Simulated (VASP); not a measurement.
NaB:

```
CELL_PARAMETERS angstrom
0.00000 2.68387 2.68387
2.68387 0.00000 2.68387
2.68387 2.68387 0.00000
ATOMIC_POSITIONS crystal
Na 0.00000 0.00000 0.00000
B 0.50000 0.50000 0.50000
```

| Property | Result |
| --- | --- |
| Program | VASP 6.6.1 |
| Task | relaxation of cell and atoms |
| Functional | LDA |
| Potentials or basis | VASP PAW LDA potentials, release 64 (Na_pv, B) |
| Cutoff | 600 eV |
| k mesh | 4 × 4 × 4 |
| Occupations | methfessel-paxton, width 0.02 eV |
| Spin | no spin polarisation |

At the start: pressure -1.7 GPa; volume 19.33 Å³/atom.

Question: How do energy, volume and symmetry change on relaxing?

Answer: Over 4 steps the energy falls by 9.1 meV/atom and the volume is 17.63 Å³/atom (-8.8 %); space group Fm-3m (No. 225, to 0.05 Å).

Step by step:
```
step  energy change (eV)  largest force (eV/Å)  pressure (GPa)  volume (Å³)
   1              0.0000                0.0000           -1.68        38.66
   2             -0.0093                0.0000           -0.91        37.54
   3             -0.0136                0.0000           -0.68        36.77
   4             -0.0181                0.0000            0.00        35.26
```

Final structure:
```yaml
crystal:
  lattice:
    - [0.00000, 2.60257, 2.60257]
    - [2.60257, 0.00000, 2.60257]
    - [2.60257, 2.60257, 0.00000]
  atoms:
    - { symbol: Na, position: [0.00000, 0.00000, 0.00000] }
    - { symbol: B, position: [0.50000, 0.50000, 0.50000] }
```

Caveat: the k points lie up to 0.52 Å⁻¹ apart in the final cell.
